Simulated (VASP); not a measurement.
Input of a VASP 6.6.1 run:

INCAR

```
PREC = Accurate ; ENCUT = 520
EDIFF = 1E-6 ; ISMEAR = -1
SIGMA = 0.02 ; LREAL = False
LASPH = True ; NELM = 120
ALGO = Normal ; ISIF = 2
LWAVE = False ; LCHARG = True
GGA = PS ; LELF = True
LVHAR = True ; NBANDS = 54
GGA_COMPAT = False
```

File KPOINTS:

```
Automatic mesh
0
Gamma
  1 1 1
```

The input POSCAR:

```
CO
1.0
    7.7417530000      0.0000000000      0.0000000000
    0.0000000000      7.7417530000      0.0000000000
    0.0000000000      0.0000000000      7.7417530000
O C
8 8
Direct
    0.7508649767      0.4437947792      0.8253602226
    0.1325768194      0.7869985255      0.3275366068
    0.5821112195      0.8616829086      0.5995356007
   -0.0269611129      0.9834829732      0.8101382821
    0.3419715681      0.4286010924      0.7261976088
    0.9107201513      0.3381309183      0.2661407211
    0.3219421501      0.0507993662      0.0723967588
    0.4576107442      0.5842253632      0.1303604192
    0.8472702778      0.5420886796      0.8750254057
   -0.0108597520      0.8121226373      0.3124659704
    0.4582289663      0.9236082851      0.6462221283
   -0.0057693222      1.0556257915      0.6845970306
    0.2192692642      0.4445867532      0.6481667130
    0.8390313695      0.4057175666      0.3745527035
    0.4579410434      0.1035496572      0.0618015146
    0.4306096365      0.4822396027      0.2317470139
```

Potentials or basis: VASP PAW PBE potentials, release 64 (O, C).

The run is started by

```sh
$ cat potpaw_PBE.64/O/POTCAR potpaw_PBE.64/C/POTCAR > POTCAR
$ mpirun -np 1 vasp_gam > vasp.out
```

Problem. Estimate the pressure.

Solution. 1.0 GPa.

Problem. Estimate the largest force.

Solution. 1.171 eV/Å.

Forces on the atoms (eV/Å):
```
O   -0.646 -0.657 -0.332
O    0.997 -0.176  0.110
O    0.988 -0.497 -0.379
O   -0.152 -0.493  0.870
O    0.925 -0.134  0.601
O    0.466 -0.441 -0.695
O   -1.027 -0.405  0.087
O    0.201  0.744 -0.725
C    0.667  0.643  0.323
C   -1.017  0.180 -0.108
C   -0.992  0.499  0.371
C    0.145  0.505 -0.863
C   -0.938  0.140 -0.607
C   -0.457  0.415  0.696
C    1.032  0.404 -0.079
C   -0.193 -0.727  0.731
```

Caveat: the k points lie up to 0.81 Å⁻¹ apart; the PAW data sets were made with another functional, which shifts forces and pressure a little.
